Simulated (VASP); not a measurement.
# ZnSe in VASP: notebook, part 2 of 2

VASP 6.6.1. Earlier steps stand in the parts before.

## 3. Single point, PBE

INCAR reads:

```
  ALGO = Normal
  DIPOL = 0.5 0.5 0.403
  EDIFF = 1E-7
  ENCUT = 520
  GGA = PE
  IDIPOL = 3
  ISIF = 2
  ISMEAR = 0
  LASPH = True
  LCHARG = False
  LDIPOL = True
  LREAL = Auto
  LWAVE = False
  NBANDS = 86
  NELM = 100
  PREC = Accurate
  SIGMA = 0.05
```

KPOINTS reads:

```
k-points
0
Gamma
  2 2 1
```

POSCAR reads:

```
ZnSe
1.0
    8.1060462700      0.0000000000      0.0000000000
   -4.0530231350      7.0200419941      0.0000000000
    0.0000000000      0.0000000000     24.4085994152
Se Zn
8 8
Direct
    0.5000000000      0.0000000000      0.3277533407
    0.5000000000      0.5000000000      0.3277533407
    0.0000000000      0.0000000000      0.3277533407
    0.0000000000      0.5000000000      0.3277533407
    0.7004101696      0.8993723545      0.4719347320
    0.6937440410      0.3779362286      0.4763232659
    0.1937168327      0.8873369310      0.4705854417
    0.1853802025      0.3801563239      0.4763329289
    0.1666666667      0.8333333333      0.3616479476
    0.1666666667      0.3333333333      0.3616479476
    0.6666666667      0.8333333333      0.3616479476
    0.6666666667      0.3333333333      0.3616479476
    0.3630422083      0.7157965666      0.4556063371
    0.3640386593      0.2286344833      0.4476720025
    0.8522217656      0.7140912443      0.4565149576
    0.8665862526      0.2318442945      0.4324242596
```

Potentials or basis: VASP PAW PBE potentials, release 64 (Se, Zn).

The run is started by

```console
cat potpaw_PBE.64/Se/POTCAR potpaw_PBE.64/Zn/POTCAR > POTCAR
mpirun -np 1 vasp_std > vasp.out
```

OUTCAR:

```text
EDIFF = 1E-7
   ENCUT = 520
   GGA = PE
   ISIF = 2
   ISMEAR = 0
   LASPH = True
   LREAL = Auto
   NELM = 100
   PREC = Accurate

 ion  position               nearest neighbor table
   1  0.500  0.000  0.328-   9 2.48  12 2.48  11 2.48
   2  0.500  0.500  0.328-  10 2.48  11 2.48  12 2.48
   3  0.000  0.000  0.328-  11 2.48  10 2.48   9 2.48
   4  0.000  0.500  0.328-  12 2.48   9 2.48  10 2.48
   5  0.700  0.899  0.472-  15 2.40  13 2.40  16 2.53  11 2.73
   6  0.694  0.378  0.476-  15 2.41  14 2.42  16 2.48  12 2.82
   7  0.194  0.887  0.471-  13 2.42  15 2.42  14 2.46   9 2.69
   8  0.185  0.380  0.476-  13 2.41  14 2.42  16 2.48  10 2.82
   9  0.167  0.833  0.362-   1 2.48   4 2.48   3 2.48   7 2.69
  10  0.167  0.333  0.362-   2 2.48   3 2.48   4 2.48  16 2.75   8 2.82  14 3.01
  11  0.667  0.833  0.362-   3 2.48   2 2.48   1 2.48   5 2.73
  12  0.667  0.333  0.362-   4 2.48   1 2.48   2 2.48  16 2.76   6 2.82  14 3.01
  13  0.363  0.716  0.456-   5 2.40   8 2.41   7 2.42
  14  0.364  0.229  0.448-   6 2.42   8 2.42   7 2.46  10 3.01  12 3.01
  15  0.852  0.714  0.457-   5 2.40   6 2.41   7 2.42
  16  0.867  0.232  0.432-   8 2.48   6 2.48   5 2.53  10 2.75  12 2.76

  LATTYP: Found a hexagonal cell.
 ALAT       =     8.1060462700
[... 544 lines left out ...]
     84       1.4502      0.00000
 [bands above 84 left out]

------------------------ aborting loop because EDIFF is reached ----------------------------------------

 vacuum level on the upper side and lower side of the slab       (xc-potential included)        -0.653         0.497

  FORCE on cell =-STRESS in cart. coord.  units (eV):
  Direction    XX          YY          ZZ          XY          YZ          ZX
  --------------------------------------------------------------------------------------
  -------------------------------------------------------------------------------------
  Total       -0.0851220     -4.5583533     -1.1458313      0.0055027      0.3463481     -0.0140316
  in kB       -0.0981885     -5.2580767     -1.3217205      0.0063474      0.3995138     -0.0161855
  external PRESSURE =      -2.2259952 kB  Pullay stress =       0.0000000 kB

 VOLUME and BASIS-vectors are now :
 -----------------------------------------------------------------------------
  energy-cutoff  :      520.00
  volume of cell :     1388.97
      direct lattice vectors                 reciprocal lattice vectors
     8.106046270  0.000000000  0.000000000     0.123364704  0.071224645  0.000000000
    -4.053023135  7.020041994  0.000000000     0.000000000  0.142449290  0.000000000
     0.000000000  0.000000000 24.408599415     0.000000000  0.000000000  0.040969168

 POSITION                                       TOTAL-FORCE (eV/Angst)
 -----------------------------------------------------------------------------------
      4.05302      0.00000      8.00000         0.045780      0.037123      0.340844
      2.02651      3.51002      8.00000        -0.000588     -0.121277      0.487367
      0.00000      0.00000      8.00000        -0.045078      0.046855      0.333027
     -2.02651      3.51002      8.00000        -0.000638     -0.226029      0.499951
      2.03238      6.31363     11.51927        -0.025670      0.033386      0.022135
      4.09174      2.65313     11.62638         0.023471      0.017840      0.034197
[... 8 lines left out ...]
      4.01392      5.01295     11.14289         0.018927     -0.010308     -0.012001
      6.08492      1.62756     10.55487        -0.002664      0.011050     -0.011053
 -----------------------------------------------------------------------------------
    total drift:                                0.000160      0.004638     -0.003677

  FREE ENERGIE OF THE ION-ELECTRON SYSTEM (eV)
  ---------------------------------------------------
  free  energy   TOTEN  =       -44.4106667754 eV

  energy  without entropy=      -44.4106667754  energy(sigma->0) =      -44.41066678

 vacuum level on the upper side and lower side of the slab         1.276         2.450
```

OSZICAR:

```text
N       E                     dE             d eps       ncg     rms          rms(c)
DAV:   1     0.934524521161E+03    0.93452E+03   -0.55079E+04   720   0.134E+03
DAV:   2     0.786330385873E+02   -0.85589E+03   -0.83704E+03   856   0.293E+02
DAV:   3    -0.414773156545E+02   -0.12011E+03   -0.11919E+03   784   0.109E+02
[... 22 lines left out ...]
DAV:  26    -0.444106658086E+02   -0.13881E-06    0.41639E-08   480   0.107E-03    0.155E-04
DAV:  27    -0.444106661257E+02   -0.31704E-06    0.43093E-08   426   0.376E-04    0.954E-05
DAV:  28    -0.444106665495E+02   -0.42387E-06    0.38489E-08   442   0.452E-04    0.639E-05
DAV:  29    -0.444106666848E+02   -0.13525E-06    0.46341E-08   460   0.205E-04    0.570E-05
DAV:  30    -0.444106667754E+02   -0.90597E-07    0.47890E-08   446   0.183E-04
   1 F= -.44410667E+02 E0= -.44410667E+02  d E =-.630382E-12
```

It took 23 min on 1 thread of Intel Xeon Platinum 8259CL at 2.50GHz (Skylake/Cascade Lake), shared host; peak memory 1.4 GiB.

Results:

```yaml
Free_energy: -44.4107 eV
Largest_force: 0.577 eV/Å
Band_gap_on_the_k_mesh: 0.95 eV, direct
```

Forces on the atoms (eV/Å):
```
Se   0.046  0.037  0.341
Se  -0.001 -0.121  0.487
Se  -0.045  0.047  0.333
Se  -0.001 -0.226  0.500
Se  -0.026  0.033  0.022
Se   0.023  0.018  0.034
Se  -0.006 -0.015  0.040
Se  -0.006 -0.008  0.024
Zn  -0.007  0.155 -0.280
Zn   0.227  0.006 -0.531
Zn   0.008  0.038 -0.384
Zn  -0.222  0.006 -0.523
Zn   0.008 -0.004 -0.005
Zn  -0.016  0.033 -0.037
Zn   0.019 -0.010 -0.012
Zn  -0.003  0.011 -0.011
```

Levels at points of the mesh, in eV from the valence-band top:
```csv
k point,band 69,band 70,band 71,band 72,band 73,band 74,band 75,band 76
"(0.00, 0.00, 0.00)",-0.87,-0.66,-0.06,0.00,0.95,1.41,1.69,1.94
"(0.50, 0.00, 0.00)",-0.68,-0.64,-0.57,-0.55,1.88,2.18,2.52,2.58
"(0.00, 0.50, 0.00)",-0.69,-0.65,-0.65,-0.50,2.03,2.33,2.48,2.76
"(0.50, 0.50, 0.00)",-0.68,-0.64,-0.57,-0.55,1.88,2.17,2.54,2.57
```

Caveat: the k points lie up to 0.45 Å⁻¹ apart.
